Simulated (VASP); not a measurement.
# AlN (P6_3/mmc) in VASP: further runs, part 2 of 2

VASP 6.6.1. Earlier steps stand in the parts before.

## 3. Single point, PBEsol (strained)

The input, INCAR:

```
SYSTEM = AlN
PREC = Accurate
ENCUT = 520
EDIFF = 1E-6
ISMEAR = 0
SIGMA = 0.02
LREAL = .False.
LASPH = .True.
NELM = 80
ALGO = Normal
ISIF = 2
LWAVE = .False.
LCHARG = .False.
GGA = PS
NBANDS = 16
```

The input, KPOINTS:

```
regular mesh
0
Gamma
  9 9 6
  0 0 0
```

The input, POSCAR:

```
AlN
1.0
    3.2823398213      0.0000000000      0.0000000000
   -1.6411699106      2.8425896691      0.0000000000
    0.0000000000      0.0000000000      4.2755436986
Al N
2 2
Direct
    0.3333333300      0.6666666700      0.7500000000
    0.6666666700      0.3333333300      0.2500000000
    0.3333333300      0.6666666700      0.2500000000
    0.6666666700      0.3333333300      0.7500000000
```

Potentials or basis: VASP PAW PBE potentials, release 64 (Al, N).

Launch:

```console
> cat potpaw_PBE.64/Al/POTCAR potpaw_PBE.64/N/POTCAR > POTCAR
> mpirun -np 1 vasp_std > vasp.out
```

OUTCAR:

```text
SYSTEM = AlN
   PREC = Accurate
   ENCUT = 520
   EDIFF = 1E-6
   ISMEAR = 0
   LREAL = .False.
   LASPH = .True.
   NELM = 80
   ISIF = 2
   GGA = PS

 ion  position               nearest neighbor table
   1  0.333  0.667  0.750-   4 1.90   4 1.90   4 1.90   3 2.14   3 2.14   2 2.86   2 2.86   2 2.86
                             2 2.86   2 2.86   2 2.86
   2  0.667  0.333  0.250-   3 1.90   3 1.90   3 1.90   4 2.14   4 2.14   1 2.86   1 2.86   1 2.86
                             1 2.86   1 2.86   1 2.86
   3  0.333  0.667  0.250-   2 1.90   2 1.90   2 1.90   1 2.14   1 2.14
   4  0.667  0.333  0.750-   1 1.90   1 1.90   1 1.90   2 2.14   2 2.14

  LATTYP: Found a hexagonal cell.
 ALAT       =     3.2823398213
 C/A-ratio  =     1.3025902044

  Lattice vectors:

 A1 = (   3.2823398213,   0.0000000000,   0.0000000000)
 A2 = (  -1.6411699106,   2.8425896691,   0.0000000000)
 A3 = (   0.0000000000,   0.0000000000,   4.2755436986)

Analysis of symmetry for initial positions (statically):
=====================================================================
 Subroutine PRICEL returns:
 Original cell was already a primitive cell.

 Routine SETGRP: Setting up the symmetry group for a
 hexagonal supercell.

 Subroutine GETGRP returns: Found 24 space group operations
 (whereof 12 operations were pure point group operations)
 out of a pool of 24 trial point group operations.

The static configuration has the point symmetry D_3d.
 The point group associated with its full space group is D_6h.

Analysis of symmetry for dynamics (positions and initial velocities):
=====================================================================
 Subroutine PRICEL returns:
 Original cell was already a primitive cell.

 Routine SETGRP: Setting up the symmetry group for a
 hexagonal supercell.

[... 122 lines left out ...]
   EMIN   =  10.00;   EMAX   =-10.00  energy-range for DOS
   EFERMI =   0.00;   METHOD = LEGACY
   ISMEAR =     0;   SIGMA  =   0.02  broadening in eV -4-tet -1-fermi 0-gaus
   EFERMI_NEDOS =   21; number of points for ismear=-14 and -15
   IALGO  =     38    algorithm
   IMIX   =      4    mixing-type and parameters
     AMIX     =   0.40;   BMIX     =  1.00
     AMIX_MAG =   1.60;   BMIX_MAG =  1.00
  volume/ion in A,a.u.               =       9.97        67.30
  Fermi-wavevector in a.u.,A,eV,Ry     =   1.207309  2.281483 19.831787  1.457595
  Thomas-Fermi vector in A             =   2.342951
   LORBIT       =      0    0 simple, 1 ext, 2 COOP (PROOUT), +10 PAW based schemes
   GGA     = PS    functional components
   LHFCALC =     F    Hartree Fock is set to
   AEXX    =    0.0000 exact exchange contribution
   IVDW    =     0    specifies the selected vdW correction
   LEPSILON=     F    determine dielectric tensor
   LRPA    =     F    only Hartree local field effects (RPA)
 non-spin polarized calculation
 Gauss-broadening in eV      SIGMA  =   0.02
  energy-cutoff  :      520.00
  volume of cell :       39.89
 maximum number of plane-waves:      1094
   NGX = 13   NGY = 13   NGZ = 15

 number of electron      15.9999998 magnetization

 Free energy of the ion-electron system (eV)
  ---------------------------------------------------
  ext. energy  EPLUGINS =         0.00000000
  ---------------------------------------------------
  free energy    TOTEN  =       -30.91848589 eV

  energy without entropy =      -30.91848589  energy(sigma->0) =      -30.91848589

 E-fermi :   8.0472     XC(G=0): -11.3435

 val. band max:        7.9390474836   @ k =   0.0000   0.0000   0.0000
 cond. band min:      11.0311391745   @ k =   0.0000   0.0000   0.0000
 fundamental gap:      3.0920916908
 Fermi energy:         8.0471836167

 k-point     1 :       0.0000    0.0000    0.0000
  band No.  band energies     occupation
      1      -8.8990      2.00000
      2      -5.4035      2.00000
      3       0.8766      2.00000
      4       4.6490      2.00000
      5       4.6490      2.00000
      6       6.1645      2.00000
[... 433 lines left out ...]
      3       1.2909      2.00000
      4       2.2512      2.00000
      5       2.2512      2.00000
      6       4.5995      2.00000
[... 8 lines left out ...]
     15      18.8349      0.00000
     16      20.6874      0.00000

 [... further k-points ...]
[... 5 lines left out ...]
  --------------------------------------------------------------------------------------
  -------------------------------------------------------------------------------------
  Total       -0.2331741     -0.2331741     -1.7163067     -0.0000000      0.0000000     -0.0000000
  in kB       -9.3648733     -9.3648733    -68.9312901     -0.0000000      0.0000000     -0.0000000
  external PRESSURE =     -29.2203456 kB  Pullay stress =       0.0000000 kB

 VOLUME and BASIS-vectors are now :
 -----------------------------------------------------------------------------
  energy-cutoff  :      520.00
  volume of cell :       39.89
      direct lattice vectors                 reciprocal lattice vectors
     3.282339821  0.000000000  0.000000000     0.304660716  0.175895946  0.000000000
    -1.641169911  2.842589669  0.000000000     0.000000000  0.351791893  0.000000000
     0.000000000  0.000000000  4.275543699     0.000000000  0.000000000  0.233888383

 POSITION                                       TOTAL-FORCE (eV/Angst)
 -----------------------------------------------------------------------------------
     -0.00000      1.89506      3.20666        -0.000000     -0.000000      0.000000
      1.64117      0.94753      1.06889        -0.000000      0.000000      0.000000
     -0.00000      1.89506      1.06889         0.000000      0.000000      0.000000
      1.64117      0.94753      3.20666         0.000000     -0.000000      0.000000
 -----------------------------------------------------------------------------------
    total drift:                               -0.000001      0.000001      0.000000

  FREE ENERGIE OF THE ION-ELECTRON SYSTEM (eV)
  ---------------------------------------------------
  free  energy   TOTEN  =       -30.9184858935 eV

  energy  without entropy=      -30.9184858935  energy(sigma->0) =      -30.91848589
```

It took 48 s on 1 thread of AMD EPYC 7R13, shared host; peak memory 0.13 GiB.

Results:

- Free energy: -30.9185 eV
- Pressure: -2.9 GPa
- Band gap on the k mesh: 3.09 eV, direct

Stress tensor (GPa, compression positive):
```
-0.94  0.00  0.00
 0.00 -0.94  0.00
 0.00  0.00 -6.89
```

Caveat: the cell differs from its parent crystal (strained); the PAW data sets were made with another functional, which shifts forces and pressure a little.
